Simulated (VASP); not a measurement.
# SrCl2 (R-3m) in VASP: a series of runs, part 2 of 2

VASP 6.6.1.

### Step 3. Single point, PBE

This run uses another cell than the first one, of the same volume but with other edges.

Contents of INCAR:

```
PREC = Accurate
ENCUT = 520
EDIFF = 1E-6
ISMEAR = 0
SIGMA = 0.05
LREAL = False
LASPH = True
NELM = 60
ALGO = Normal
ISIF = 2
LWAVE = False
LCHARG = True
GGA = PE
LELF = True
LVHAR = True
NBANDS = 19
```

Contents of KPOINTS:

```
Automatic mesh
0
Gamma
  6 6 6
```

Contents of POSCAR:

```
SrCl2
1.0
    1.8442954555      4.6107386389      4.6107386389
    4.6107386389      1.8442954555      4.6107386389
    4.6107386389      4.6107386389      1.8442954555
Sr Cl
1 2
Direct
    0.0000000000      0.0000000000      0.0000000000
    0.2500000000      0.2500000000      0.2500000000
    0.7500000000      0.7500000000      0.7500000000
```

Potentials or basis: VASP PAW PBE potentials, release 64 (Sr_sv, Cl).

Started as:

```bash
> cat potpaw_PBE.64/Sr_sv/POTCAR potpaw_PBE.64/Cl/POTCAR > POTCAR
> mpirun -np 1 vasp_std > vasp.out
```

OUTCAR:

```text
PREC = Accurate
   ENCUT = 520
   EDIFF = 1E-6
   ISMEAR = 0
   LREAL = False
   LASPH = True
   NELM = 60
   ISIF = 2
   GGA = PE

 ion  position               nearest neighbor table
   1  0.000  0.000  0.000-   3 2.77   2 2.77   3 2.77   3 2.77   2 2.77   2 2.77
   2  0.250  0.250  0.250-   1 2.77   1 2.77   1 2.77
   3  0.750  0.750  0.750-   1 2.77   1 2.77   1 2.77

  LATTYP: Found a trigonal (rhomboedric) cell.
 ALAT       =     6.7763742016
 COS(alpha) =     0.8333333333

  Lattice vectors:

 A1 = (   1.8442954555,   4.6107386389,   4.6107386389)
 A2 = (   4.6107386389,   1.8442954555,   4.6107386389)
 A3 = (   4.6107386389,   4.6107386389,   1.8442954555)

Analysis of symmetry for initial positions (statically):
=====================================================================
 Subroutine PRICEL returns:
 Original cell was already a primitive cell.

 Routine SETGRP: Setting up the symmetry group for a
 trigonal (rhombohedral) supercell.

 Subroutine GETGRP returns: Found 12 space group operations
 (whereof 12 operations were pure point group operations)
 out of a pool of 12 trial point group operations.

The static configuration has the point symmetry D_3d.

Analysis of symmetry for dynamics (positions and initial velocities):
=====================================================================
 Subroutine PRICEL returns:
 Original cell was already a primitive cell.

 Routine SETGRP: Setting up the symmetry group for a
 trigonal (rhombohedral) supercell.

 Subroutine GETGRP returns: Found 12 space group operations
 (whereof 12 operations were pure point group operations)
 out of a pool of 12 trial point group operations.

The dynamic configuration has the point symmetry D_3d.

 Subroutine INISYM returns: Found 12 space group operations
 (whereof 12 operations are pure point group operations),
 and found     1 'primitive' translations

[... 113 lines left out ...]
   IALGO  =     38    algorithm
   IMIX   =      4    mixing-type and parameters
     AMIX     =   0.40;   BMIX     =  1.00
     AMIX_MAG =   1.60;   BMIX_MAG =  1.00
  volume/ion in A,a.u.               =      28.23       190.50
  Fermi-wavevector in a.u.,A,eV,Ry     =   1.075318  2.032056 15.732530  1.156308
  Thomas-Fermi vector in A             =   2.211171
   LORBIT       =      0    0 simple, 1 ext, 2 COOP (PROOUT), +10 PAW based schemes
   GGA     = PE    functional components
   LHFCALC =     F    Hartree Fock is set to
   AEXX    =    0.0000 exact exchange contribution
   IVDW    =     0    specifies the selected vdW correction
   LEPSILON=     F    determine dielectric tensor
   LRPA    =     F    only Hartree local field effects (RPA)
 non-spin polarized calculation
 Gauss-broadening in eV      SIGMA  =   0.05
  energy-cutoff  :      520.00
  volume of cell :       84.69
 maximum number of plane-waves:      2298
   NGX = 25   NGY = 25   NGZ = 25

 number of electron      24.0000001 magnetization

 Free energy of the ion-electron system (eV)
  ---------------------------------------------------
  ext. energy  EPLUGINS =         0.00000000
  ---------------------------------------------------
  free energy    TOTEN  =       -12.08443892 eV

  energy without entropy =      -12.08443892  energy(sigma->0) =      -12.08443892

 E-fermi :  -0.4331     XC(G=0):  -8.2133

 val. band max:       -0.6925355406   @ k =   0.0000   0.0000   0.0000
 cond. band min:       4.5913954936   @ k =   0.5000   0.5000   0.0000
 fundamental gap:      5.2839310343
 Fermi energy:        -0.4330566774

 k-point     1 :       0.0000    0.0000    0.0000
  band No.  band energies     occupation
      1     -32.5237      2.00000
      2     -15.2950      2.00000
      3     -14.5007      2.00000
      4     -14.5007      2.00000
      5     -13.4699      2.00000
      6     -12.3005      2.00000
[... 505 lines left out ...]
      6     -12.4713      2.00000
[... 11 lines left out ...]
     18       9.5708      0.00000
     19       9.9985      0.00000

 [... further k-points ...]

------------------------ aborting loop because EDIFF is reached ----------------------------------------

  FORCE on cell =-STRESS in cart. coord.  units (eV):
  Direction    XX          YY          ZZ          XY          YZ          ZX
  --------------------------------------------------------------------------------------
  -------------------------------------------------------------------------------------
  Total        4.1237755      4.1237755      4.1237755     -1.0483927     -1.0483927     -1.0483927
  in kB       78.0153991     78.0153991     78.0153991    -19.8339538    -19.8339538    -19.8339538
  external PRESSURE =      78.0153991 kB  Pullay stress =       0.0000000 kB

 VOLUME and BASIS-vectors are now :
 -----------------------------------------------------------------------------
  energy-cutoff  :      520.00
  volume of cell :       84.69
      direct lattice vectors                 reciprocal lattice vectors
     1.844295455  4.610738639  4.610738639    -0.210860406  0.150614576  0.150614576
     4.610738639  1.844295455  4.610738639     0.150614576 -0.210860406  0.150614576
     4.610738639  4.610738639  1.844295455     0.150614576  0.150614576 -0.210860406

 POSITION                                       TOTAL-FORCE (eV/Angst)
 -----------------------------------------------------------------------------------
      0.00000      0.00000      0.00000         0.000000     -0.000000     -0.000000
      2.76644      2.76644      2.76644        -0.298072     -0.298072     -0.298072
      8.29933      8.29933      8.29933         0.298072      0.298072      0.298072
 -----------------------------------------------------------------------------------
    total drift:                               -0.000000     -0.000000     -0.000000

  FREE ENERGIE OF THE ION-ELECTRON SYSTEM (eV)
  ---------------------------------------------------
  free  energy   TOTEN  =       -12.0844389249 eV

  energy  without entropy=      -12.0844389249  energy(sigma->0) =      -12.08443892
```

OSZICAR:

```text
N       E                     dE             d eps       ncg     rms          rms(c)
DAV:   1     0.143730133651E+03    0.14373E+03   -0.11427E+04  1216   0.113E+03
DAV:   2    -0.302376443453E+01   -0.14675E+03   -0.14241E+03  1594   0.226E+02
DAV:   3    -0.120864066479E+02   -0.90626E+01   -0.90325E+01  1613   0.558E+01
DAV:   4    -0.124416359035E+02   -0.35523E+00   -0.35476E+00  2091   0.915E+00
DAV:   5    -0.124442519037E+02   -0.26160E-02   -0.26158E-02  1659   0.768E-01    0.236E+01
DAV:   6    -0.120877359256E+02    0.35652E+00   -0.73120E-01  1354   0.450E+00    0.143E+01
DAV:   7    -0.120918215801E+02   -0.40857E-02   -0.67645E-01  1589   0.453E+00    0.144E+00
DAV:   8    -0.120828328621E+02    0.89887E-02   -0.83431E-02  1497   0.162E+00    0.821E-01
DAV:   9    -0.120835454320E+02   -0.71257E-03   -0.36672E-03  1513   0.365E-01    0.313E-01
DAV:  10    -0.120842760658E+02   -0.73063E-03   -0.71964E-04  1295   0.169E-01    0.416E-02
DAV:  11    -0.120844156898E+02   -0.13962E-03   -0.12676E-04  1555   0.670E-02    0.424E-02
DAV:  12    -0.120844306159E+02   -0.14926E-04   -0.11803E-05  1567   0.208E-02    0.196E-02
DAV:  13    -0.120844384961E+02   -0.78801E-05   -0.13906E-05  1367   0.221E-02    0.597E-03
DAV:  14    -0.120844389249E+02   -0.42882E-06   -0.68382E-07  1460   0.493E-03
   1 F= -.12084439E+02 E0= -.12084439E+02  d E =-.761698E-15
```

stdout:

```text
POSCAR found type information on POSCAR SrCl
 POSCAR found :  2 types and       3 ions
 scaLAPACK will be used
 LDA part: xc-table for (Slater+PW92), standard interpolation
 POSCAR, INCAR and KPOINTS ok, starting setup
 FFT: planning ... GRIDC
 FFT: planning ... GRID_SOFT
 FFT: planning ... GRID
 WAVECAR not read
 entering main loop
```

Wall time 2 min (1 thread of Intel Xeon Platinum 8259CL at 2.50GHz (Skylake/Cascade Lake), shared host); peak memory 0.34 GiB.

What came out:

- Free energy: -12.0844 eV
- Pressure: 7.8 GPa
- Largest force: 0.516 eV/Å
- Band gap on the k mesh: 5.28 eV, indirect (least direct gap 5.67 eV)

Forces on the atoms (eV/Å):
```
Sr   0.000  0.000  0.000
Cl  -0.298 -0.298 -0.298
Cl   0.298  0.298  0.298
```

### Step 4. Single point, PBE

This run uses another cell than the first one, of the same volume but with other edges.

INCAR is that of step 3.

Contents of KPOINTS:

```
regular mesh
0
Gamma
  6 6 6
```

Contents of POSCAR:

```
SrCl2
1.0
   -0.7553572054      3.1516628226      3.1516628226
    3.1516628226     -0.7553572054      3.1516628226
    3.1516628226      3.1516628226     -0.7553572054
Sr Cl
1 2
Direct
    0.0000000000      0.0000000000      0.0000000000
    0.2500000000      0.2500000000      0.2500000000
    0.7500000000      0.7500000000      0.7500000000
```

Potentials or basis: VASP PAW PBE potentials, release 64 (Sr_sv, Cl).

Started as:

```bash
> cat potpaw_PBE.64/Sr_sv/POTCAR potpaw_PBE.64/Cl/POTCAR > POTCAR
> mpirun -np 1 vasp_std > vasp.out
```

OUTCAR:

```text
PREC = Accurate
   ENCUT = 520
   EDIFF = 1E-6
   ISMEAR = 0
   LREAL = False
   LASPH = True
   NELM = 60
   ISIF = 2
   GGA = PE

 ion  position               nearest neighbor table
   1  0.000  0.000  0.000-   2 2.40   3 2.40   3 3.29   2 3.29   3 3.29   3 3.29   2 3.29   2 3.29

   2  0.250  0.250  0.250-   1 2.40   1 3.29   1 3.29   1 3.29
   3  0.750  0.750  0.750-   1 2.40   1 3.29   1 3.29   1 3.29

  LATTYP: Found a trigonal (rhomboedric) cell.
 ALAT       =     4.5206771177
 COS(alpha) =     0.2530624440

[... 721 lines left out ...]

  FORCE on cell =-STRESS in cart. coord.  units (eV):
  Direction    XX          YY          ZZ          XY          YZ          ZX
  --------------------------------------------------------------------------------------
  -------------------------------------------------------------------------------------
  Total        5.9719623      5.9719623      5.9719623      6.6822539      6.6822539      6.6822539
  in kB      112.9802109    112.9802109    112.9802109    126.4178207    126.4178207    126.4178207
  external PRESSURE =     112.9802109 kB  Pullay stress =       0.0000000 kB

 VOLUME and BASIS-vectors are now :
 -----------------------------------------------------------------------------
  energy-cutoff  :      520.00
  volume of cell :       84.69
      direct lattice vectors                 reciprocal lattice vectors
    -0.755357205  3.151662823  3.151662823    -0.110550977  0.145398568  0.145398568
     3.151662823 -0.755357205  3.151662823     0.145398568 -0.110550977  0.145398568
     3.151662823  3.151662823 -0.755357205     0.145398568  0.145398568 -0.110550977

 POSITION                                       TOTAL-FORCE (eV/Angst)
 -----------------------------------------------------------------------------------
      0.00000      0.00000      0.00000        -0.000000      0.000000     -0.000000
      1.38699      1.38699      1.38699         2.349420      2.349420      2.349420
      4.16098      4.16098      4.16098        -2.349420     -2.349420     -2.349420
 -----------------------------------------------------------------------------------
    total drift:                                0.000000      0.000000      0.000000

  FREE ENERGIE OF THE ION-ELECTRON SYSTEM (eV)
  ---------------------------------------------------
  free  energy   TOTEN  =       -11.1727102145 eV

  energy  without entropy=      -11.1727102145  energy(sigma->0) =      -11.17271021
```

OSZICAR:

```text
N       E                     dE             d eps       ncg     rms          rms(c)
DAV:   1     0.148053558379E+03    0.14805E+03   -0.11482E+04  1216   0.113E+03
DAV:   2    -0.204301753256E+01   -0.15010E+03   -0.14600E+03  1603   0.225E+02
DAV:   3    -0.114406364512E+02   -0.93976E+01   -0.93640E+01  1631   0.565E+01
DAV:   4    -0.117466501124E+02   -0.30601E+00   -0.30570E+00  1912   0.890E+00
DAV:   5    -0.117510152811E+02   -0.43652E-02   -0.43647E-02  1671   0.987E-01    0.315E+01
DAV:   6    -0.111893476661E+02    0.56167E+00   -0.11144E+00  1342   0.556E+00    0.188E+01
DAV:   7    -0.111818407235E+02    0.75069E-02   -0.88517E-01  1391   0.518E+00    0.191E+00
DAV:   8    -0.111702277812E+02    0.11613E-01   -0.12378E-01  1316   0.188E+00    0.668E-01
DAV:   9    -0.111718520854E+02   -0.16243E-02   -0.60585E-03  1551   0.469E-01    0.175E-01
DAV:  10    -0.111724698475E+02   -0.61776E-03   -0.54341E-04  1393   0.145E-01    0.540E-02
DAV:  11    -0.111726616016E+02   -0.19175E-03   -0.13294E-04  1445   0.731E-02    0.238E-02
DAV:  12    -0.111727022307E+02   -0.40629E-04   -0.29654E-05  1419   0.337E-02    0.882E-03
DAV:  13    -0.111727098897E+02   -0.76590E-05   -0.90993E-06  1460   0.180E-02    0.329E-03
DAV:  14    -0.111727102145E+02   -0.32485E-06   -0.45118E-07  1314   0.449E-03
   1 F= -.11172710E+02 E0= -.11172710E+02  d E =-.215383E-21
```

It took 44 s on 1 thread of Intel Xeon Platinum 8259CL at 2.50GHz (Skylake/Cascade Lake), shared host; peak memory 0.22 GiB.

Results:

- Free energy: -11.1727 eV
- Pressure: 11.3 GPa
- Largest force: 4.069 eV/Å
- Band gap on the k mesh: 5.02 eV, indirect (least direct gap 5.03 eV)

Forces on the atoms (eV/Å):
```
Sr   0.000  0.000  0.000
Cl   2.349  2.349  2.349
Cl  -2.349 -2.349 -2.349
```

Caveat: forces of over 1 eV/Å act on the atoms, so gaps and moduli don't describe the material at rest. A k mesh can miss the band edges.

### Step 5. Single point, PBE

This run uses another cell than the first one, of the same volume but with other edges.

Contents of INCAR:

```
SYSTEM = SrCl2
PREC = Accurate
ENCUT = 520
EDIFF = 1E-6
ISMEAR = 0
SIGMA = 0.05
LREAL = .FALSE.
LASPH = .TRUE.
NELM = 100
ALGO = Normal
ISIF = 2
LWAVE = .FALSE.
LCHARG = .FALSE.
GGA = PE
NBANDS = 19
```

Contents of KPOINTS:

```
Automatic mesh
0
G
  6 6 6
  0 0 0
```

Contents of POSCAR:

```
SrCl2
1.0
    0.8496068016      3.9579243683      3.9579243683
    3.9579243683      0.8496068016      3.9579243683
    3.9579243683      3.9579243683      0.8496068016
Sr Cl
1 2
Direct
    0.0000000000      0.0000000000      0.0000000000
    0.2500000000      0.2500000000      0.2500000000
    0.7500000000      0.7500000000      0.7500000000
```

Started as:

```bash
> cat potpaw_PBE.64/Sr_sv/POTCAR potpaw_PBE.64/Cl/POTCAR > POTCAR
> mpirun -np 1 vasp_std > vasp.out
```

Wall time 73 s (1 thread of Intel Xeon Platinum 8259CL at 2.50GHz (Skylake/Cascade Lake), shared host); peak memory 0.27 GiB.

It converged, with:

```yaml
Free_energy: -12.5425 eV
Pressure: 4.6 GPa
Largest_force: 0.427 eV/Å
Band_gap_on_the_k_mesh: 5.53 eV, direct
```

Forces in eV/Å, atoms in the order of the input:
```
Sr   0.000  0.000  0.000
Cl  -0.247 -0.247 -0.247
Cl   0.247  0.247  0.247
```

Stress tensor (GPa, compression positive):
```
 4.56 -0.81 -0.81
-0.81  4.56 -0.81
-0.81 -0.81  4.56
```

Levels at points of the mesh, in eV from the valence-band top:
```
           k point  band 9  band 10  band 11  band 12  band 13  band 14  band 15  band 16
(0.00, 0.00, 0.00)   -1.83    -0.45    -0.45     0.00     5.53     6.42     6.42     7.83
(0.50, 0.00, 0.00)   -1.36    -1.33    -0.91    -0.84     6.49     7.46     7.93     8.30
(0.50, 0.50, 0.00)   -1.32    -0.96    -0.30    -0.22     5.62     6.96     8.21     8.29
(0.50, 0.50, 0.50)   -1.35    -1.22    -0.77    -0.77     6.64     6.68     6.68     7.70
```

 A k mesh can miss the band edges.

### Step 6. Single point, PBE

Contents of INCAR:

```
SYSTEM = SrCl2
ALGO = Normal ; EDIFF = 1E-6
ENCUT = 520 ; GGA = PE
ISIF = 2 ; ISMEAR = 0
LASPH = .True. ; LCHARG = .False.
LREAL = .False. ; LWAVE = .False.
NBANDS = 19 ; NELM = 80
PREC = Accurate ; SIGMA = 0.05
```

Contents of KPOINTS:

```
k-points
0
Gamma
  6 6 6
  0 0 0
```

Contents of POSCAR:

```
SrCl2
1.0
   -1.1020045878      3.0305126165      3.0305126165
    3.0305126165     -1.1020045878      3.0305126165
    3.0305126165      3.0305126165     -1.1020045878
Sr Cl
1 2
Direct
    0.0000000000      0.0000000000      0.0000000000
    0.2500000000      0.2500000000      0.2500000000
    0.7500000000      0.7500000000      0.7500000000
```

Potentials or basis: VASP PAW PBE potentials, release 64 (Sr_sv, Cl).

Started as:

```bash
> cat potpaw_PBE.64/Sr_sv/POTCAR potpaw_PBE.64/Cl/POTCAR > POTCAR
> mpirun -np 1 vasp_std > vasp.out
```

It took 37 s on 1 thread of Intel Xeon Platinum 8259CL at 2.50GHz (Skylake/Cascade Lake), shared host; peak memory 0.22 GiB.

Results (log left out):

* Free energy: -7.4892 eV
* Pressure: 28.4 GPa
* Largest force: 10.941 eV/Å
* Band gap on the k mesh: 3.46 eV, direct

Forces in eV/Å, atoms in the order of the input:
```
Sr   0.000  0.000  0.000
Cl   6.317  6.317  6.317
Cl  -6.317 -6.317 -6.317
```

Stress tensor (GPa, compression positive):
```
28.43 30.47 30.47
30.47 28.43 30.47
30.47 30.47 28.43
```

Levels at points of the mesh, in eV from the valence-band top:
| k point | band 8 | band 9 | band 10 | band 11 | band 12 | band 13 | band 14 | band 15 | band 16 | band 17 |
| --- | --- | --- | --- | --- | --- | --- | --- | --- | --- | --- |
| (0.00, 0.00, 0.00) | -3.60 | -3.39 | -1.66 | -1.66 | 0.00 | 3.46 | 5.80 | 5.80 | 6.98 | 6.98 |
| (0.50, 0.00, 0.00) | -3.11 | -2.93 | -2.46 | -2.35 | -0.45 | 4.96 | 5.01 | 6.72 | 6.82 | 7.14 |
| (0.50, 0.50, 0.00) | -3.21 | -2.76 | -2.05 | -2.00 | -0.15 | 4.57 | 5.91 | 6.36 | 6.58 | 6.73 |
| (0.50, 0.50, 0.50) | -3.03 | -3.03 | -2.40 | -2.40 | -0.79 | 6.12 | 6.12 | 6.63 | 7.26 | 7.26 |

Caveat: forces of over 1 eV/Å act on the atoms, so gaps and moduli don't describe the material at rest. A k mesh can miss the band edges.

### Step 7. Overview

```tsv
cell	gap on the mesh (eV)	pressure (GPa)	largest force (eV/Å)
a = 4.391 Å, 3 atoms	0.32	58.6	24.62
a = 6.776 Å, angles 33.6°, 3 atoms	5.28	7.8	0.52
a = 4.521 Å, angles 75.3°, 3 atoms	5.02	11.3	4.07
a = 5.661 Å, angles 45.7°, 3 atoms	5.53	4.6	0.43
a = 4.425 Å, angles 82.7°, 3 atoms	3.46	28.4	10.94
```

Alike in all rows: task single point; level PBE; potentials or basis VASP PAW PBE potentials, release 64 (Sr_sv, Cl); no spin polarisation; k mesh 6 × 6 × 6; cutoff (eV) 520; smearing gaussian 0.05 eV.

Caveats: forces of over 1 eV/Å act on the atoms, so gaps and moduli don't describe the material at rest (some runs).

Total energies depend on the potentials used, so only differences within one code and one set of settings carry meaning.
